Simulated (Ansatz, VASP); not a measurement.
Two plane-wave programs on Cd5HgSe6

```xyz
12
Lattice="4.3918 0.0001 0.0003 -2.1959 3.8031 -0.0002 0.0013 -0.0007 21.4882" Properties=species:S:1:pos:R:3 pbc="T T T"
Cd   -0.0052   -0.0044   21.4745
Cd    0.0037    2.5388   17.9046
Cd    2.2017    1.2697   14.3347
Cd    0.0031    0.0004   10.7611
Cd    2.1947    1.2647    3.5547
Hg   -0.0018    2.5346    7.1714
Se   -0.0043    2.5317   20.5893
Se    2.1995    1.2709   17.0180
Se    0.0054    0.0019   13.4460
Se    0.0031    2.5359    9.8757
Se    2.1941    1.2668    6.2429
Se   -0.0013   -0.0028    2.6724
```

Change from the starting cell: cell x1, atoms moved at random (sigma 0.1 Å) and cell strained at random (1.5 %), then relaxed without symmetry.

Alike in both runs: functional PBE; k mesh 6 × 6 × 1; occupations gaussian, width 0.2 eV; no spin polarisation.

Ansatz relaxed the structure, and its values are those at the end. VASP's run is a single point on that final structure, the one shown.

|  | VASP | Ansatz |
| --- | --- | --- |
| version | VASP 6.6.1 | Ansatz 0.2.0 |
| potentials or method | VASP PAW PBE potentials, release 64 (Cd, Hg, Se), cutoff 520 eV | scalar-relativistic, plane waves, PAW |
| valence electrons in the cell | 108 | 216 |

```csv
,VASP,Ansatz,Ansatz less VASP
gap on the k mesh at the Fermi level (eV),none,none,-
pressure (GPa),0.2,0.0,-0.24
```

A gap of «none» marks a metal or a gap that the smearing closes. The functional is the same, so the differences come from potentials, cutoffs and numerics. VASP's potentials hold 108 valence electrons a cell and Ansatz's 216, so a difference there can come from the potentials and not from the codes.

Neither program's run includes spin-orbit coupling.
